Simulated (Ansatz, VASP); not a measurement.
One calculation of Mo, two programs

Contents of INCAR:

```
SYSTEM = Mo
PREC = Accurate ; ENCUT = 520
EDIFF = 1E-6 ; ISMEAR = 0
SIGMA = 0.15 ; LREAL = .FALSE.
LASPH = .TRUE. ; NELM = 80
ALGO = Normal ; ISIF = 2
LWAVE = .FALSE. ; LCHARG = .FALSE.
NBANDS = 13
```

Contents of KPOINTS:

```
Automatic mesh
0
G
  18 18 18
  0 0 0
```

Contents of POSCAR:

```
Mo
1.0
    2.7765430532      0.0000000000      0.0000000000
   -1.3882715266      2.4045568187      0.0000000000
    0.0000000000      0.0000000000      2.6318361210
Mo
1
Direct
    0.0000000000      0.0000000000      0.5000000000
```

Input for Ansatz:

```yaml
crystal:
  lattice:
    - [2.7765430532, 0.0, 0.0]
    - [-1.3882715266, 2.4045568187, 0.0]
    - [0.0, 0.0, 2.631836121]
  atoms:
    - { symbol: Mo, position: [0.0, 0.0, 0.5] }
basis:
  ecutwfc: 420
kpoints:
  mp_grid: { grid: [18, 18, 18] }
hamiltonian:
  xc: lda
scf:
  occupations: { method: gaussian, width: 0.15 }
output:
  forces: true
  stress: true
  eigenvalues: true
```

Change from the starting cell: strain +0.015 along x and y, +0.030 along z, atoms carried along.

Alike in both runs: task single point; functional LDA; k mesh 18 × 18 × 18; occupations gaussian, width 0.15 eV; no spin polarisation.

|  | VASP | Ansatz |
| --- | --- | --- |
| version | VASP 6.6.1 | Ansatz 0.2.0 |
| potentials or method | VASP PAW LDA potentials, release 64 (Mo_sv), cutoff 520 eV | scalar-relativistic, plane waves, PAW |
| valence electrons in the cell | 14 | 14 |

```csv
,VASP,Ansatz,Ansatz less VASP
gap on the k mesh at the Fermi level (eV),none,none,-
pressure (GPa),-17.8,-18.6,-0.74
"traceless stress, the component that is largest in VASP (GPa)",-6.60,-6.65,-0.045
```

LDA's correlation is that of Perdew and Zunger in VASP and of Perdew and Wang (1992) in Ansatz. A gap of «none» marks a metal or a gap that the smearing closes.
